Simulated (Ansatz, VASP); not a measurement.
**One calculation of Sb, two programs**

```
Sb
1.0
     0.00000    2.34788    2.41867
     2.34788    0.00000    2.41867
     2.34788    2.34788    0.00000
Sb
1
Direct
  0.00000 0.00000 0.00000
```

Change from the starting cell: strain_z_fixed_volume = 0.02.

Alike in both runs: functional PBEsol; k mesh 10 × 10 × 10; occupations fermi-dirac, width 0.05 eV; no spin polarisation.

|  | VASP | Ansatz |
| --- | --- | --- |
| version | VASP 6.6.1 | Ansatz 0.2.0 |
| potentials or method | VASP PAW PBE potentials, release 64 (Sb), cutoff 500 eV | all-electron LAPW, scalar-relativistic |
| task | single point | band structure |

```csv
,VASP,Ansatz,Ansatz less VASP
gap on the k mesh at the Fermi level (eV),none,none,-
pressure (GPa),-1.2,-1.1,+0.04
"traceless stress, the component that is largest in VASP (GPa)",0.41,0.42,+0.011
```

VASP's potentials were made for PBE, not for PBEsol. A gap of «none» marks a metal or a gap that the smearing closes. Ansatz ran all-electron here, and VASP with PAW potentials.

Neither program's run includes spin-orbit coupling.
